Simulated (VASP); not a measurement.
InPd: elastic constants with PBE

InPd:

```
CELL_PARAMETERS angstrom
3.27188 0.00000 0.00000
0.00000 3.27188 0.00000
0.00000 0.00000 3.27188
ATOMIC_POSITIONS crystal
In 0.00000 0.00000 0.00000
Pd 0.50000 0.50000 0.50000
```

```
Program                   : VASP 6.6.1
Task                      : elastic constants
Functional                : PBE
Potentials or basis       : VASP PAW PBE potentials, release 64 (In_d, Pd)
Cutoff                    : 600 eV
k mesh                    : 6 × 6 × 6
Occupations               : fermi-dirac, width 0.05 eV
Spin                      : no spin polarisation
Dipole correction         : no
Ions in elastic constants : relaxed
Further INCAR settings    : ALGO = Normal; EDIFF = 1e-08; IBRION = 6; POTIM = 0.015; NSW = 1; ISIF = 3
```

```json
{
  "Elastic constants C11, C12, C44": "162, 115, 34 GPa",
  "Voigt bulk modulus": "130 GPa",
  "Highest phonon frequency at Γ, LO-TO splitting left out": "145 cm⁻¹"
}
```

Phonon frequencies in cm⁻¹ (negative: imaginary):
```csv
q point,frequencies
"(0.000, 0.000, 0.000)",0 0 0 145 145 145
```

Elastic tensor in Voigt notation (GPa, in the Cartesian axes of the cell as first typed):
```
162 115 115   0   0   0
115 162 115   0   0   0
115 115 162   0   0   0
  0   0   0  34   0   0
  0   0   0   0  34   0
  0   0   0   0   0  34
```

Clamped-ion elastic tensor (GPa):
```
162 115 115   0   0   0
115 162 115   0   0   0
115 115 162   0   0   0
  0   0   0  34   0   0
  0   0   0   0  34   0
  0   0   0   0   0  34
```

Wall time 4.6 min on 1 thread of Intel Xeon 6975P-C, with other jobs on the host, peak memory 0.25 GiB.

Caveat: the cell is under stress, which shifts elastic constants.
